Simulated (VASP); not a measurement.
Input of a VASP 6.6.1 run:

File INCAR:

```
SYSTEM = TaSi2
  PREC = Accurate
  ENCUT = 520
  EDIFF = 1E-6
  ISMEAR = 0
  SIGMA = 0.15
  LREAL = .FALSE.
  LASPH = .TRUE.
  NELM = 60
  ALGO = Normal
  ISIF = 2
  LWAVE = .FALSE.
  LCHARG = .FALSE.
  GGA = PE
  NBANDS = 38
```

KPOINTS

```
regular mesh
0
G
  9 9 6
  0 0 0
```

File POSCAR:

```
TaSi2
1.0
    4.8060235202      0.0000000000      0.0000000000
   -2.4030117601      4.1621384597      0.0000000000
    0.0000000000      0.0000000000      6.5995345254
Ta Si
3 6
Direct
    0.3651691992      0.0000000000     -0.0654591621
    0.5000000000      0.5000000000      0.6666666667
    0.0000000000      0.5000000000      0.3333333333
    0.1589152396      0.3178304793      0.0000000000
    0.8410847604      0.1589152396      0.6666666667
    0.6821695207      0.8410847604      0.3333333333
    0.8410847604      0.6821695207      0.0000000000
    0.1589152396      0.8410847604      0.6666666667
    0.3178304793      0.1589152396      0.3333333333
```

Potentials or basis: VASP PAW PBE potentials, release 64 (Ta_pv, Si).

Command:

```console
$ cat potpaw_PBE.64/Ta_pv/POTCAR potpaw_PBE.64/Si/POTCAR > POTCAR
$ mpirun -np 1 vasp_std > vasp.out
```

**Question.** Predict the largest force.

**Answer.** 20.260 eV/Å.

**Question.** Estimate the pressure.

**Answer.** 20.1 GPa.

**Question.** Predict the band gap on the k mesh.

**Answer.** Zero (an odd number of electrons rules out a gap without spin polarisation).

Stress tensor (GPa, compression positive):
```
19.82  3.58  7.05
 3.58 11.75  9.51
 7.05  9.51 28.86
```

Caveat: the cell differs from its parent crystal (atom 1 (Ta) moved by -0.648 Å along [1 0 0] and -0.432 Å along [0 0 1]); the stress differs along the axes, from 12 to 29 GPa; spin-orbit coupling is left out, which moves the levels of the heavy elements; an odd number of electrons without spin polarisation forces a metal; a magnetic or distorted state may lie lower.
